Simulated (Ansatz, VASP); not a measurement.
# Cs3SI in VASP and in Ansatz

INCAR

```
PREC = Accurate ; ENCUT = 520
EDIFF = 1E-6 ; ISMEAR = 0
SIGMA = 0.02 ; LREAL = False
LASPH = True ; NELM = 80
ALGO = Normal ; ISIF = 2
LWAVE = False ; LCHARG = True
GGA = PE ; LELF = True
LVHAR = True ; NBANDS = 28
```

Contents of KPOINTS:

```
regular mesh
0
Gamma
  4 4 4
```

Contents of POSCAR:

```
Cs3SI
1.0
    6.5509757185      0.0000000000      0.0000000000
    0.0000000000      6.5509757185      0.0000000000
    0.0000000000      0.0000000000      6.5509757185
Cs S I
3 1 1
Direct
    0.5000000000      0.0000000000      0.0000000000
    0.0000000000      0.5000000000      0.0000000000
    0.0000000000      0.0000000000      0.5000000000
    0.0000000000      0.0000000000      0.0000000000
    0.5000000000      0.5000000000      0.5000000000
```

Input for Ansatz:

```yaml
crystal:
  lattice:
    - [6.5509757185, 0.0, 0.0]
    - [0.0, 6.5509757185, 0.0]
    - [0.0, 0.0, 6.5509757185]
  atoms:
    - { symbol: Cs, position: [0.5, 0.0, 0.0] }
    - { symbol: Cs, position: [0.0, 0.5, 0.0] }
    - { symbol: Cs, position: [0.0, 0.0, 0.5] }
    - { symbol: S, position: [0.0, 0.0, 0.0] }
    - { symbol: I, position: [0.5, 0.5, 0.5] }
basis:
  ecutwfc: 420
kpoints:
  mp_grid: { grid: [4, 4, 4] }
hamiltonian:
  xc: pbe
scf:
  occupations: { method: gaussian, width: 0.02 }
output:
  forces: true
  stress: true
  eigenvalues: true
```

Alike in both runs: task single point; functional PBE; k mesh 4 × 4 × 4; occupations gaussian, width 0.02 eV; no spin polarisation.

```csv
,VASP,Ansatz
version,VASP 6.6.1,Ansatz 0.2.0
potentials or method,"VASP PAW PBE potentials, release 64 (Cs_sv, S, I), cutoff 520 eV","scalar-relativistic, plane waves, PAW"
valence electrons in the cell,40,50
```

```tsv
	VASP	Ansatz	Ansatz less VASP
gap on the k mesh at the Fermi level (eV)	1.03	1.07	+0.038
least direct gap on the mesh (eV)	1.03	1.07	+0.038
pressure (GPa)	0.7	0.6	-0.06
```

VASP's potentials hold 40 valence electrons a cell and Ansatz's 50, so a difference there can come from the potentials and not from the codes.

Neither program's run includes spin-orbit coupling.
